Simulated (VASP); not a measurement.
A run of VASP 6.6.1 is set up as follows.

Contents of POSCAR:

```
TePb
1.0
    0.0000000000      3.2450363195      3.2450363195
    3.2450363195      0.0000000000      3.2450363195
    3.2450363195      3.2450363195      0.0000000000
Pb Te
1 1
Direct
    0.0000000000      0.0000000000      0.0000000000
    0.5000000000      0.5000000000      0.5000000000
```

Contents of INCAR.step1:

```
PREC = Accurate ; ENCUT = 520
ISMEAR = -1 ; SIGMA = 0.05
LREAL = False ; LASPH = True
NELM = 60 ; NBANDS = 17
GGA = PE ; ALGO = Normal
EDIFF = 1E-4 ; LWAVE = True
LCHARG = False
```

File INCAR.step2:

```
PREC = Accurate ; ENCUT = 520
EDIFF = 1E-6 ; ISMEAR = -1
SIGMA = 0.05 ; LREAL = False
LASPH = True ; NELM = 60
ALGO = Normal ; ISIF = 2
LWAVE = False ; LCHARG = False
METAGGA = R2SCAN ; LMIXTAU = True
LUSE_VDW = True ; IVDW_NL = 2
BPARAM = 11.95 ; CPARAM = 0.0093
NBANDS = 17 ; ISTART = 1
```

The input KPOINTS:

```
regular mesh
0
Gamma
  7 7 7
```

Potentials or basis: VASP PAW PBE potentials, release 64 (Pb_d, Te).

The run is started by

```sh
$ cat potpaw_PBE.64/Pb_d/POTCAR potpaw_PBE.64/Te/POTCAR > POTCAR
$ cp INCAR.step1 INCAR
$ mpirun -np 1 vasp_std > vasp.out
$ cp INCAR.step2 INCAR
$ mpirun -np 1 vasp_std > vasp.out
```

(1) Estimate the pressure.

Answers

(1) 0.2 GPa.

Caveat: the PAW data sets were made with another functional, which shifts forces and pressure a little.
